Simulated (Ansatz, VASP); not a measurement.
Two plane-wave programs on Ga2Cl3

```
Ga Cl
1.0
     4.14234    0.00000    0.00000
    -2.07117    3.58737    0.00000
     0.00000    0.00000    9.18429
Ga Cl
2 3
Direct
  0.33333 0.66667 0.18474
  0.66667 0.33333 0.81526
  0.00000 0.00000 0.00000
  0.33333 0.66667 0.68188
  0.66667 0.33333 0.31812
```

Alike in both runs: functional PBE; k mesh 6 × 6 × 4; occupations gaussian, width 0.1 eV; no spin polarisation.

Ansatz relaxed the structure, and its values are those at the end. VASP's run is a single point on that final structure, the one shown.

```csv
,VASP,Ansatz
version,VASP 6.6.1,Ansatz 0.2.0
potentials or method,"VASP PAW PBE potentials, release 64 (Ga_d, Cl), cutoff 520 eV","scalar-relativistic, plane waves, PAW"
valence electrons in the cell,47,47
```

```csv
,VASP,Ansatz,Ansatz less VASP
gap on the k mesh at the Fermi level (eV),none,none,-
pressure (GPa),0.1,0.1,+0.01
rms of the force components (eV/Å),0.004,0.007,+0.0029
```

A gap of «none» marks a metal or a gap that the smearing closes.
